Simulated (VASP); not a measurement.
## C: single point with PBEsol

Crystal: C.

```
C
1.0
     2.47374    0.00000    0.00000
    -1.23687    2.14232    0.00000
     0.00000    0.00000    4.11898
C
4
Direct
  0.33333 0.66667 0.99992
  0.66667 0.33333 0.49992
  0.33333 0.66667 0.37408
  0.66667 0.33333 0.87408
```

This cell differs from its parent crystal: strained cell.

* Program: VASP 6.6.1
* Task: single point
* Functional: PBEsol
* Potentials or basis: VASP PAW PBE potentials, release 64 (C)
* Cutoff: 520 eV
* k mesh: 9 × 9 × 6
* Occupations: gaussian, width 0.02 eV
* Spin: no spin polarisation

The pressure is 15.7 GPa, the largest force is 0.006 eV/Å and the band gap on the k mesh is 2.91 eV, indirect (least direct gap 4.96 eV).

Forces in eV/Å, atoms in the order of the input:
```
C    0.000  0.000  0.006
C    0.000  0.000  0.006
C    0.000  0.000 -0.006
C    0.000  0.000 -0.006
```

Stress tensor (GPa, compression positive):
```
15.58  0.00  0.00
 0.00 15.58  0.00
 0.00  0.00 15.83
```

Levels at points of the mesh, in eV from the valence-band top:
```
           k point  band 5  band 6  band 7  band 8  band 9  band 10  band 11  band 12
(0.00, 0.00, 0.00)   -3.23   -0.56    0.00    0.00    4.96     4.96     5.38     8.59
(0.00, 0.00, 0.50)   -1.94   -1.94   -1.94   -1.94    7.33     7.33     7.33     7.33
```

It took 20 s on 1 thread of Intel(R) Xeon(R) Platinum 8259CL CPU @ 2.50GHz (Skylake/Cascade Lake), with other jobs on the host, peak memory 0.13 GiB.

Caveat: the cell differs from its parent crystal (strained cell); the PAW data sets were made with another functional, which shifts forces and pressure a little. A k mesh can miss the band edges.
